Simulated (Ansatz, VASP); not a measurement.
Two plane-wave programs on InSe

INCAR

```
  PREC = Accurate
  ENCUT = 520
  EDIFF = 1E-6
  ISMEAR = 0
  SIGMA = 0.05
  LREAL = F
  LASPH = T
  NELM = 100
  ALGO = Normal
  ISIF = 2
  LWAVE = F
  LCHARG = F
  GGA = PE
  NBANDS = 48
```

KPOINTS

```
regular mesh
0
Gamma
  12 12 2
```

Contents of POSCAR:

```
InSe
1.0
    4.0896281733      0.0000000000      0.0000000000
   -2.0448140866      3.5417218901      0.0000000000
    0.0000000000      0.0000000000     18.4030146391
In Se
4 4
Direct
    0.3333333333      0.6666666667      0.1732306862
    0.6666666667      0.3333333333      0.6702523148
    0.3333333333      0.6666666667      0.3267693138
    0.6666666667      0.3333333333      0.8297476852
    0.3333333333      0.6666666667      0.5987356159
    0.6666666667      0.3333333333      0.1041775962
    0.3333333333      0.6666666667      0.9012643841
    0.6666666667      0.3333333333      0.3958224038
```

Input for Ansatz:

```yaml
crystal:
  lattice:
    - [4.0896281733, 0.0, 0.0]
    - [-2.0448140866, 3.5417218901, 0.0]
    - [0.0, 0.0, 18.4030146391]
  atoms:
    - { symbol: In, position: [0.3333333333, 0.6666666667, 0.1732306862] }
    - { symbol: In, position: [0.6666666667, 0.3333333333, 0.6702523148] }
    - { symbol: In, position: [0.3333333333, 0.6666666667, 0.3267693138] }
    - { symbol: In, position: [0.6666666667, 0.3333333333, 0.8297476852] }
    - { symbol: Se, position: [0.3333333333, 0.6666666667, 0.5987356159] }
    - { symbol: Se, position: [0.6666666667, 0.3333333333, 0.1041775962] }
    - { symbol: Se, position: [0.3333333333, 0.6666666667, 0.9012643841] }
    - { symbol: Se, position: [0.6666666667, 0.3333333333, 0.3958224038] }
basis:
  ecutwfc: 420
kpoints:
  mp_grid: { grid: [12, 12, 2] }
hamiltonian:
  xc: pbe
scf:
  occupations: { method: gaussian, width: 0.05 }
output:
  forces: true
  stress: true
  eigenvalues: true
```

Change from the starting cell: mode 11 (99.7 1/cm) frozen in, largest displacement -0.100 Å.

Alike in both runs: task single point; functional PBE; k mesh 12 × 12 × 2; occupations gaussian, width 0.05 eV; no spin polarisation.

```csv
,VASP,Ansatz
version,VASP 6.6.1,Ansatz 0.2.0
potentials or method,"VASP PAW PBE potentials, release 64 (In_d, Se), cutoff 520 eV","scalar-relativistic, plane waves, PAW"
valence electrons in the cell,76,116
```

Ansatz gave:

* gap on the k mesh at the Fermi level (eV): 0.66
* least direct gap on the mesh (eV): 0.66
* pressure (GPa): -0.6
* traceless stress, the component that is largest in VASP (GPa): -0.54
* rms of the force components (eV/Å): 0.092

**Question.** What did VASP give for the same quantities?

**Answer.** gap on the k mesh at the Fermi level (eV): 0.65; least direct gap on the mesh (eV): 0.65; pressure (GPa): -0.6; traceless stress, the component that is largest in VASP (GPa): -0.54; rms of the force components (eV/Å): 0.091.

Atom by atom the forces differ by 0.007 eV/Å (rms over components). VASP's potentials hold 76 valence electrons a cell and Ansatz's 116, so a difference there can come from the potentials and not from the codes.
